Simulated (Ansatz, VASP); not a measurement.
TaN: VASP beside Ansatz

Contents of POSCAR:

```
TaN
1.0
    0.0000000000      2.1790013100      2.1790013100
    2.1790013100      0.0000000000      2.1790013100
    2.1790013100      2.1790013100      0.0000000000
Ta N
1 1
Direct
    0.5000000000      0.5000000000      0.5000000000
    0.0000000000      0.0000000000      0.0000000000
```

INCAR.step1

```
SYSTEM = TaN
  ALGO = Normal
  EDIFF = 1E-4
  ENCUT = 520
  GGA = PE
  ISMEAR = 0
  ISPIN = 2
  LASPH = .True.
  LCHARG = .False.
  LDAU = .True.
  LDAUJ = 0 0
  LDAUL = 2 -1
  LDAUTYPE = 2
  LDAUU = 2 0
  LMAXMIX = 4
  LREAL = .False.
  LWAVE = .True.
  MAGMOM = 0 0
  NBANDS = 19
  NELM = 150
  PREC = Accurate
  SIGMA = 0.05
```

The input INCAR.step2:

```
SYSTEM = TaN
  ALGO = Normal
  EDIFF = 1E-6
  ENCUT = 520
  ISIF = 2
  ISMEAR = 0
  ISPIN = 2
  ISTART = 1
  LASPH = .True.
  LCHARG = .False.
  LDAU = .True.
  LDAUJ = 0 0
  LDAUL = 2 -1
  LDAUPRINT = 1
  LDAUTYPE = 2
  LDAUU = 2 0
  LMAXMIX = 4
  LMIXTAU = .True.
  LORBIT = 11
  LREAL = .False.
  LWAVE = .False.
  MAGMOM = 0 0
  METAGGA = R2SCAN
  NBANDS = 19
  NELM = 150
  PREC = Accurate
  SIGMA = 0.05
```

The input KPOINTS:

```
k-points
0
Gamma
  7 7 7
  0 0 0
```

Input for Ansatz:

```yaml
crystal:
  lattice:
    - [0.0, 2.17900131, 2.17900131]
    - [2.17900131, 0.0, 2.17900131]
    - [2.17900131, 2.17900131, 0.0]
  atoms:
    - { symbol: Ta, position: [0.5, 0.5, 0.5], spin: 0.3 }
    - { symbol: "N", position: [0.0, 0.0, 0.0] }
basis:
  ecutwfc: 500
  ecutrho_ratio: 4
kpoints:
  mp_grid: { grid: [7, 7, 7] }
hamiltonian:
  xc: r2scan
  hubbard:
    sites:
      - { site: 0, l: d, u_eff: 2.0, starting_ns: [{ spin: up, occupation_matrix: s0up }, { spin: down, occupation_matrix: s0down }] }
    occupation_matrices:
      s0up:
        matrix:
          - [0.97, 0.0, 0.0, 0.0, 0.0]
          - [0.0, 0.02, 0.0, 0.0, 0.0]
          - [0.0, 0.0, 0.02, 0.0, 0.0]
          - [0.0, 0.0, 0.0, 0.02, 0.0]
          - [0.0, 0.0, 0.0, 0.0, 0.02]
      s0down:
        matrix:
          - [0.97, 0.0, 0.0, 0.0, 0.0]
          - [0.0, 0.02, 0.0, 0.0, 0.0]
          - [0.0, 0.0, 0.02, 0.0, 0.0]
          - [0.0, 0.0, 0.0, 0.02, 0.0]
          - [0.0, 0.0, 0.0, 0.0, 0.02]
    ns_hold: { iters: 12 }
scf:
  occupations: { method: gaussian, width: 0.05 }
  lower_state_search: "off"
  max_iter: 150
output:
  forces: true
  stress: true
  eigenvalues: true
  populations: true
  hubbard: { sites: [{ site: 0, l: d }] }
magnetization:
  spin_polarized: true
```

Alike in both runs: task single point; functional r2SCAN; k mesh 7 × 7 × 7; occupations gaussian, width 0.05 eV; collinear spin; Hubbard terms Ta d U = 2.0 eV.

|  | VASP | Ansatz |
| --- | --- | --- |
| version | VASP 6.6.1 | Ansatz 0.2.0 |
| potentials or method | VASP PAW PBE potentials, release 64 (Ta_pv, N), cutoff 520 eV | scalar-relativistic, plane waves, PAW |
| valence electrons in the cell | 16 | 18 |

|  | VASP | Ansatz | Ansatz less VASP |
| --- | --- | --- | --- |
| gap on the k mesh at the Fermi level (eV) | none | none | - |
| pressure (GPa) | 18.0 | 11.3 | -6.67 |
| net moment per atom (μB) | 0.00 | 0.00 | 0.000 |

VASP's potentials were made for PBE, not for r2SCAN. The programs project onto different local orbitals, so the same U acts differently, and such runs can settle in different states. A gap of «none» marks a metal or a gap that the smearing closes. VASP's potentials hold 16 valence electrons a cell and Ansatz's 18, so a difference there can come from the potentials and not from the codes. Ansatz's warnings: filled band counts differ across k points, seeded moment not kept, specified occupation not kept, stability check not made, symmetry narrowed by occupation matrices.

Neither program's run includes spin-orbit coupling.
